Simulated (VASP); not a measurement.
A run of VASP 6.6.1 is set up as follows.

INCAR

```
SYSTEM = Au
PREC = Accurate ; ENCUT = 520
EDIFF = 1E-6 ; ISMEAR = -1
SIGMA = 0.1 ; LREAL = .False.
LASPH = .True. ; NELM = 100
ALGO = Normal ; ISIF = 2
LWAVE = .False. ; LCHARG = .False.
GGA = PE ; NBANDS = 18
```

Contents of KPOINTS:

```
regular mesh
0
Gamma
  10 10 10
  0 0 0
```

File POSCAR:

```
Au
1.0
    0.0000000000      3.0383496823      3.0383496823
    3.0383496823      0.0000000000      3.0383496823
    3.0383496823      3.0383496823      0.0000000000
Au
2
Direct
    0.1250000000      0.1250000000      0.1250000000
    0.8750000000      0.8750000000      0.8750000000
```

Potentials or basis: VASP PAW PBE potentials, release 64 (Au).

The run is started by

```sh
$ cat potpaw_PBE.64/Au/POTCAR > POTCAR
$ mpirun -np 1 vasp_std > vasp.out
```

What does it give for the pressure?

2.4 GPa.

Predict the band gap on the k mesh.

zero (band 11 reaches 3.45 eV, above the bottom of band 12 at 2.81 eV).

Caveat: spin-orbit coupling is left out, which moves the levels of the heavy elements.
